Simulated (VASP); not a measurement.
Wanted: the native input for a VASP 6.6.1 run.

- Task: single point
- Functional: PBE
- Dispersion: D3(BJ)
- Potentials or basis: VASP PAW PBE potentials, release 64 (Se, W_sv)
- Cutoff: 520 eV
- k mesh: 9 × 9 × 1
- Occupations: gaussian, width 0.05 eV
- Spin: no spin polarisation
- Dipole correction: yes
- Further INCAR settings: ALGO = Normal; EDIFF = 1e-06; NBANDS = 35

The structure of WSe2 lies in POSCAR:

```
WSe2
1.0
    3.2854929596      0.0000000000      0.0000000000
   -1.6427464798      2.8453203669      0.0000000000
    0.0000000000      0.0000000000     24.2386467078
Se W
4 2
Direct
    0.3333333333      0.6666666667      0.1856539292
    0.3333333333      0.6666666667      0.3246601780
    0.3333333333      1.1666666667      0.4777215285
    0.3333333333      1.1666666667      0.6167277773
    0.6666666667      0.3333333333      0.2551570536
    0.0000000000      1.5000000000      0.5472246529
```

These files were run (other wordings do the same):

INCAR

```
SYSTEM = WSe2
ALGO = Normal ; DIPOL = 0.5 0.5 0.401
EDIFF = 1E-6 ; ENCUT = 520
GGA = PE ; IDIPOL = 3
ISIF = 2 ; ISMEAR = 0
IVDW = 12 ; LASPH = .TRUE.
LCHARG = .FALSE. ; LDIPOL = .TRUE.
LREAL = .FALSE. ; LWAVE = .FALSE.
NBANDS = 35 ; NELM = 100
PREC = Accurate ; SIGMA = 0.05
```

KPOINTS

```
k-points
0
G
  9 9 1
  0 0 0
```

Potentials or basis: VASP PAW PBE potentials, release 64 (Se, W_sv).

The run is started by

```sh
$ cat potpaw_PBE.64/Se/POTCAR potpaw_PBE.64/W_sv/POTCAR > POTCAR
$ mpirun -np 1 vasp_std > vasp.out
```

It gave:

The largest force is 0.128 eV/Å and the band gap on the k mesh is 1.56 eV, indirect (least direct gap 1.65 eV). The dispersion energy per atom is -0.381 eV.

Caveat: spin-orbit coupling is left out, which moves the levels of the heavy elements.

It took 11 min on 1 thread of AMD EPYC 7R13, on a shared host, peak memory 0.39 GiB.
